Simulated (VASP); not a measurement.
# TaN (Fm-3m) in VASP: single point with LDA

Aim: the single point of TaN with LDA.

All numbers are computed with VASP 6.6.1; they aren't measurements. Logs are shortened: lines on timing, memory, paths and dates and some standing lists are left out, and cuts for length are marked.

## (1) The cell of the first run

It takes space group Fm-3m (No. 225, cubic). Conventional cell: a = 4.358 Å, b = 4.358 Å, c = 4.358 Å, α = 90.00°, β = 90.00°, γ = 90.00°. Within 2.9 Å of Ta (site symmetry m-3m) lie 6 N at 2.18 Å. Within 2.9 Å of N (site symmetry m-3m) lie 6 Ta at 2.18 Å.

## (2) Single point, LDA

Input file INCAR:

```
SYSTEM = TaN
PREC = Accurate
ENCUT = 1330
EDIFF = 1E-6
ISMEAR = 0
SIGMA = 0.15
LREAL = .FALSE.
LASPH = .TRUE.
NELM = 120
ALGO = Normal
ISIF = 2
LWAVE = .FALSE.
LCHARG = .FALSE.
NBANDS = 16
GGA_COMPAT = .FALSE.
```

Input file KPOINTS:

```
Automatic mesh
0
G
  20 20 20
  0 0 0
```

Input file POSCAR:

```
TaN
1.0
    0.0000000000      2.1790000000      2.1790000000
    2.1790000000      0.0000000000      2.1790000000
    2.1790000000      2.1790000000      0.0000000000
Ta N
1 1
Direct
    0.5000000000      0.5000000000      0.5000000000
    0.0000000000      0.0000000000      0.0000000000
```

Potentials or basis: VASP PAW LDA potentials, release 64 (Ta_sv_GW, N_h).

On the command line:

```sh
$ cat potpaw_LDA.64/Ta_sv_GW/POTCAR potpaw_LDA.64/N_h/POTCAR > POTCAR
$ mpirun -np 1 vasp_std > vasp.out
```

OUTCAR:

```text
SYSTEM = TaN
   PREC = Accurate
   ENCUT = 1330
   EDIFF = 1E-6
   ISMEAR = 0
   LREAL = .FALSE.
   LASPH = .TRUE.
   NELM = 120
   ISIF = 2

 ion  position               nearest neighbor table
   1  0.500  0.500  0.500-   2 2.18   2 2.18   2 2.18   2 2.18   2 2.18   2 2.18
   2  0.000  0.000  0.000-   1 2.18   1 2.18   1 2.18   1 2.18   1 2.18   1 2.18

  LATTYP: Found a face centered cubic cell.
 ALAT       =     4.3580000000

  Lattice vectors:

 A1 = (   0.0000000000,   2.1790000000,   2.1790000000)
 A2 = (   2.1790000000,   0.0000000000,   2.1790000000)
 A3 = (   2.1790000000,   2.1790000000,   0.0000000000)

Analysis of symmetry for initial positions (statically):
=====================================================================
 Subroutine PRICEL returns:
 Original cell was already a primitive cell.

 Routine SETGRP: Setting up the symmetry group for a
 face centered cubic supercell.

 Subroutine GETGRP returns: Found 48 space group operations
 (whereof 48 operations were pure point group operations)
 out of a pool of 48 trial point group operations.

The static configuration has the point symmetry O_h .

Analysis of symmetry for dynamics (positions and initial velocities):
=====================================================================
 Subroutine PRICEL returns:
 Original cell was already a primitive cell.

 Routine SETGRP: Setting up the symmetry group for a
 face centered cubic supercell.

 Subroutine GETGRP returns: Found 48 space group operations
 (whereof 48 operations were pure point group operations)
 out of a pool of 48 trial point group operations.

The dynamic configuration has the point symmetry O_h .

 Subroutine INISYM returns: Found 48 space group operations
 (whereof 48 operations are pure point group operations),
 and found     1 'primitive' translations

----------------------------------------------------------------------------------------

                                     Primitive cell

  volume of cell :      20.6920

  direct lattice vectors                    reciprocal lattice vectors
     0.000000000  2.179000000  2.179000000    -0.229463056  0.229463056  0.229463056
     2.179000000  0.000000000  2.179000000     0.229463056 -0.229463056  0.229463056
     2.179000000  2.179000000  0.000000000     0.229463056  0.229463056 -0.229463056

  length of vectors
     3.081571352  3.081571352  3.081571352     0.397441672  0.397441672  0.397441672

  position of ions in fractional coordinates (direct lattice)
     0.500000000  0.500000000  0.500000000
     0.000000000  0.000000000  0.000000000

  ion indices of the primitive-cell ions
   primitive index   ion index
                 1           1
                 2           2

----------------------------------------------------------------------------------------

 KPOINTS: Automatic mesh

Automatic generation of k-mesh.
 Grid dimensions read from file:
 generate k-points for:   20   20   20

 Generating k-lattice:

  Cartesian coordinates                     Fractional coordinates (reciprocal lattice)
    -0.011473153  0.011473153  0.011473153     0.050000000  0.000000000  0.000000000
     0.011473153 -0.011473153  0.011473153     0.000000000  0.050000000  0.000000000
     0.011473153  0.011473153 -0.011473153     0.000000000  0.000000000  0.050000000

  Length of vectors
     0.019872084  0.019872084  0.019872084

  Shift w.r.t. Gamma in fractional coordinates (k-lattice)
     0.000000000  0.000000000  0.000000000

 Subroutine IBZKPT returns following result:
 ===========================================

 Found    256 irreducible k-points:

 Following reciprocal coordinates:
            Coordinates               Weight
  0.000000  0.000000  0.000000      1.000000
  0.050000  0.000000  0.000000      8.000000
  0.100000  0.000000  0.000000      8.000000
  0.150000  0.000000  0.000000      8.000000
  0.200000  0.000000  0.000000      8.000000
  0.250000  0.000000  0.000000      8.000000
[... 16 lines left out ...]
 -0.400000  0.050000  0.000000     24.000000
 -0.350000  0.050000  0.000000     24.000000
 [... further k-points ...]
   k-points           NKPTS =    256   k-points in BZ     NKDIM =    256   number of bands    NBANDS=     16
   number of dos      NEDOS =    301   number of ions     NIONS =      2
   total plane-waves  NPLWV =  64000
   dimension x,y,z NGX =    40 NGY =   40 NGZ =   40
   dimension x,y,z NGXF=    80 NGYF=   80 NGZF=   80
   ions per type =               1   1
   NGX,Y,Z   is equivalent  to a cutoff of  21.58, 21.58, 21.58 a.u.
   NGXF,Y,Z  is equivalent  to a cutoff of  43.16, 43.16, 43.16 a.u.
 SYSTEM =  TaN
   PREC   = accura    normal or accurate (medium, high low for compatibility)
   ISTART =      0    job   : 0-new  1-cont  2-samecut
   ICHARG =      2    charge: 1-file 2-atom 10-const
   ISPIN  =      1    spin polarized calculation?
   LNONCOLLINEAR =      F non collinear calculations
   LSORBIT =      F    spin-orbit coupling
   LASPH  =      T    aspherical Exc in radial PAW
   ENCUT  = 1330.0 eV  97.75 Ry    9.89 a.u.   9.16  9.16  9.16*2*pi/ulx,y,z
   NELM   =    120;   NELMIN=  2; NELMDL= -5     # of ELM steps
   EDIFF  = 0.1E-05   stopping-criterion for ELM
   LREAL  =      F    real-space projection
   EDIFFG = 0.1E-04   stopping-criterion for IOM
   NSW    =      0    number of steps for IOM
   IBRION =     -1    ionic relax: 0-MD 1-quasi-New 2-CG
   NFREE  =      0    steps in history (QN), initial steepest desc. (CG)
   ISIF   =      2    stress and relaxation
   ISYM   =      2    0-nonsym 1-usesym 2-fastsym
   POTIM  = 0.5000    time-step for ionic-motion
   TEBEG  =    0.0;   TEEND  =   0.0 temperature during run
   PSTRESS=    0.0 pullay stress
   NELECT =      18.0000    total number of electrons
   NUPDOWN=      -1.0000    fix difference up-down
   EMIN   =  10.00;   EMAX   =-10.00  energy-range for DOS
   EFERMI =   0.00;   METHOD = LEGACY
   ISMEAR =     0;   SIGMA  =   0.15  broadening in eV -4-tet -1-fermi 0-gaus
   EFERMI_NEDOS =   21; number of points for ismear=-14 and -15
   IALGO  =     38    algorithm
   IMIX   =      4    mixing-type and parameters
     AMIX     =   0.40;   BMIX     =  1.00
     AMIX_MAG =   1.60;   BMIX_MAG =  1.00
  volume/ion in A,a.u.               =      10.35        69.82
  Fermi-wavevector in a.u.,A,eV,Ry     =   1.562782  2.953230 33.229345  2.442288
  Thomas-Fermi vector in A             =   2.665650
   LORBIT       =      0    0 simple, 1 ext, 2 COOP (PROOUT), +10 PAW based schemes
   GGA     = CA    functional components
   LHFCALC =     F    Hartree Fock is set to
   AEXX    =    0.0000 exact exchange contribution
   IVDW    =     0    specifies the selected vdW correction
   LEPSILON=     F    determine dielectric tensor
   LRPA    =     F    only Hartree local field effects (RPA)
 non-spin polarized calculation
 Gauss-broadening in eV      SIGMA  =   0.15
  energy-cutoff  :     1330.00
  volume of cell :       20.69
 maximum number of plane-waves:      2301
 NGX is ok and might be reduce to    40
   NGX = 19   NGY = 19   NGZ = 19

 number of electron      18.0000000 magnetization

 Free energy of the ion-electron system (eV)
  ---------------------------------------------------
  ext. energy  EPLUGINS =         0.00000000
  ---------------------------------------------------
  free energy    TOTEN  =       -26.67612123 eV

  energy without entropy =      -26.66797081  energy(sigma->0) =      -26.67204602

 E-fermi :  14.2425     XC(G=0): -14.2374

 val. band max:       14.2321359594   @ k =   0.4500   0.1000   0.0000
 cond. band min:      14.2516352549   @ k =  -0.2500   0.2000   0.0000
 fundamental gap:      0.0194992954
 Fermi energy:        14.2425098308

 k-point     1 :       0.0000    0.0000    0.0000
  band No.  band energies     occupation
      1     -54.8262      2.00000
      2     -21.2389      2.00000
      3     -21.2389      2.00000
      4     -21.2389      2.00000
      5      -4.5556      2.00000
      6      10.4118      2.00000
[... 8 lines left out ...]
     15      23.5147      0.00000
     16      39.0359      0.00000

 k-point     2 :       0.0500    0.0000    0.0000
  band No.  band energies     occupation
      1     -54.8246      2.00000
      2     -21.2646      2.00000
      3     -21.2412      2.00000
      4     -21.2412      2.00000
      5      -4.4903      2.00000
      6      10.0594      2.00000
[... 8 lines left out ...]
     15      23.7085      0.00000
     16      37.8470      0.00000

 k-point     3 :       0.1000    0.0000    0.0000
  band No.  band energies     occupation
      1     -54.8199      2.00000
      2     -21.3385      2.00000
      3     -21.2478      2.00000
      4     -21.2478      2.00000
      5      -4.2991      2.00000
      6       9.2909      2.00000
[... 8 lines left out ...]
     15      24.2636      0.00000
     16      36.0164      0.00000

 k-point     4 :       0.1500    0.0000    0.0000
  band No.  band energies     occupation
      1     -54.8126      2.00000
      2     -21.4517      2.00000
      3     -21.2580      2.00000
      4     -21.2580      2.00000
      5      -3.9953      2.00000
      6       8.3808      2.00000
[... 8 lines left out ...]
     15      25.0960      0.00000
     16      34.2061      0.00000
[... 324 lines left out ...]
 k-point    22 :      -0.4500    0.0500    0.0000
  band No.  band energies     occupation
      1     -54.7600      2.00000
      2     -22.1847      2.00000
      3     -21.3491      2.00000
      4     -21.3307      2.00000
      5      -1.3807      2.00000
      6       3.8449      2.00000
[... 8 lines left out ...]
     15      25.9802      0.00000
     16      26.8173      0.00000

 k-point    23 :      -0.4000    0.0500    0.0000
  band No.  band energies     occupation
      1     -54.7637      2.00000
      2     -22.1356      2.00000
      3     -21.3483      2.00000
      4     -21.3211      2.00000
      5      -1.6215      2.00000
      6       4.1617      2.00000
[... 8 lines left out ...]
     15      26.1064      0.00000
     16      27.2908      0.00000

 k-point    24 :      -0.3500    0.0500    0.0000
  band No.  band energies     occupation
      1     -54.7701      2.00000
      2     -22.0484      2.00000
      3     -21.3427      2.00000
      4     -21.3083      2.00000
      5      -2.0069      2.00000
      6       4.6929      2.00000
[... 8 lines left out ...]
     15      26.3015      0.00000
     16      28.2106      0.00000

 [... further k-points ...]
[... 5 lines left out ...]
  --------------------------------------------------------------------------------------
  -------------------------------------------------------------------------------------
  Total       -0.1662535     -0.1662535     -0.1662535      0.0000000      0.0000000     -0.0000000
  in kB      -12.8730007    -12.8730007    -12.8730007      0.0000000      0.0000000     -0.0000000
  external PRESSURE =     -12.8730007 kB  Pullay stress =       0.0000000 kB

 VOLUME and BASIS-vectors are now :
 -----------------------------------------------------------------------------
  energy-cutoff  :     1330.00
  volume of cell :       20.69
      direct lattice vectors                 reciprocal lattice vectors
     0.000000000  2.179000000  2.179000000    -0.229463056  0.229463056  0.229463056
     2.179000000  0.000000000  2.179000000     0.229463056 -0.229463056  0.229463056
     2.179000000  2.179000000  0.000000000     0.229463056  0.229463056 -0.229463056

 POSITION                                       TOTAL-FORCE (eV/Angst)
 -----------------------------------------------------------------------------------
      2.17900      2.17900      2.17900        -0.000000      0.000000      0.000000
      0.00000      0.00000      0.00000         0.000000     -0.000000     -0.000000
 -----------------------------------------------------------------------------------
    total drift:                                0.000000     -0.000000      0.000000

  FREE ENERGIE OF THE ION-ELECTRON SYSTEM (eV)
  ---------------------------------------------------
  free  energy   TOTEN  =       -26.6761212257 eV

  energy  without entropy=      -26.6679708087  energy(sigma->0) =      -26.67204602
```

It took 2.5 min on 1 thread of Intel Xeon 6975P-C (Granite Rapids), shared host; peak memory 0.52 GiB.

Results:

| Quantity | Value |
| --- | --- |
| Free energy | -26.6761 eV |
| Pressure | -1.3 GPa |
| Band gap on the k mesh | zero (bands 9 and 10 overlap by 4.17 eV) |

Levels at points of the mesh, in eV from the Fermi level:
| k point | band 7 | band 8 | band 9 | band 10 | band 11 | band 12 |
| --- | --- | --- | --- | --- | --- | --- |
| (0.00, 0.00, 0.00) | -3.83 | -3.83 | -2.19 | -2.19 | -2.19 | 0.02 |
| (0.50, 0.00, 0.00) | -7.75 | -7.75 | 1.98 | 1.98 | 2.09 | 4.02 |
| (0.50, 0.50, 0.00) | -5.64 | -4.61 | -4.61 | 2.16 | 3.71 | 3.71 |

Caveat: spin-orbit coupling is left out, which moves the levels of the heavy elements.
